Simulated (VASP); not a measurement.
Wanted: the native input for a VASP 6.6.1 run.

- Task: relaxation of cell and atoms
- Functional: PBE
- Potentials or basis: VASP PAW PBE potentials, release 64 (Li_sv, C)
- Cutoff: 600 eV
- k mesh: 8 × 8 × 8
- Occupations: gaussian, width 0.1 eV
- Spin: no spin polarisation
- Dipole correction: no
- Further INCAR settings: ALGO = Normal; EDIFF = 1e-07; IBRION = 2; EDIFFG = -0.04; NSW = 90; ISIF = 3

The structure of Li2C lies in POSCAR:

```
Li2C
1.0
   -1.4622279810      1.4622279810      3.5870280160
    1.4622279810     -1.4622279810      3.5870280160
    1.4622279810      1.4622279810     -3.5870280160
Li C
2 1
Direct
    0.6650000000      0.6650000000      0.0000000000
    0.3350000000      0.3350000000      0.0000000000
    0.0000000000      0.0000000000      0.0000000000
```

One way to write it, as run:

INCAR

```
SYSTEM = Li2C
  PREC = Accurate
  ENCUT = 600
  EDIFF = 1E-7
  ISMEAR = 0
  SIGMA = 0.1
  LREAL = .FALSE.
  LASPH = .TRUE.
  NELM = 80
  ALGO = Normal
  ISIF = 3
  LWAVE = .FALSE.
  LCHARG = .FALSE.
  GGA = PE
  IBRION = 2
  NSW = 90
  EDIFFG = -0.04
```

KPOINTS

```
Automatic mesh
0
G
  8 8 8
  0 0 0
```

Potentials or basis: VASP PAW PBE potentials, release 64 (Li_sv, C).

Launch:

```sh
$ cat potpaw_PBE.64/Li_sv/POTCAR potpaw_PBE.64/C/POTCAR > POTCAR
$ mpirun -np 1 vasp_std > vasp.out
```

Results of the run:

```yaml
Relaxed_volume: 8.86 Å³/atom
Relaxed_cell: a = 4.136 Å, b = 4.136 Å, c = 4.136 Å, α = 142.03°, β = 142.03°, γ = 54.79°
Space_group_after_relaxing_to_0.05_Å: I4/mmm (No. 139)
Energy_gained_by_relaxing: 71.5 meV/atom
Ionic_steps: 10
Pressure_after_relaxing: -0.1 GPa
Largest_force_after_relaxing: 0.003 eV/Å
Band_gap_on_the_k_mesh: zero (band 5 reaches 5.79 eV, above the bottom of band 6 at 2.60 eV)
```

Caveat: the k points lie up to 0.41 Å⁻¹ apart in the final cell; the cutoff is under 1.25 times the usual one of these potentials, so pressure, stress and relaxed cells hold a basis-set (Pulay) error.

Wall time 100 s on 1 thread of Intel(R) Xeon(R) 6975P-C (Granite Rapids) (shared host), peak memory 0.2 GiB.
